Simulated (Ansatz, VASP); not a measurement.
# One calculation of Fe, two programs

```
Fe
1.0
     0.00000    1.90290    1.96511
     1.46847    0.00000    1.96511
     1.46847    1.90290    0.00000
Fe
1
Cartesian
  0.0000 0.0000 0.0000
```

Change from the starting cell: equal xx and yy strain of -2 %.

Alike in both runs: task single point; functional LDA; k mesh 16 × 16 × 16; occupations fermi-dirac, width 0.05 eV; collinear spin.

|  | VASP | Ansatz |
| --- | --- | --- |
| version | VASP 6.6.1 | Ansatz 0.2.0 |
| potentials or method | VASP PAW LDA potentials, release 64 (Fe), cutoff 520 eV | all-electron LAPW, scalar-relativistic |

VASP gave:

| Item | Value |
| --- | --- |
| pressure (GPa) | -12.4 |
| traceless stress, the component that is largest in VASP (GPa) | 5.74 |
| net moment per atom (μB) | 2.05 |
| size of the moment on the site where the two differ most (μB) | 2.02 |

Q: Which values does Ansatz return?

A: Pressure (GPa): -11.5; traceless stress, the component that is largest in VASP (GPa): 5.77; net moment per atom (μB): 2.08; size of the moment on the site where the two differ most (μB): 2.11.

LDA's correlation is that of Perdew and Zunger in VASP and of Perdew and Wang (1992) in Ansatz. Site moments also hang on the region over which each program counts them. Ansatz ran all-electron here, and VASP with PAW potentials.
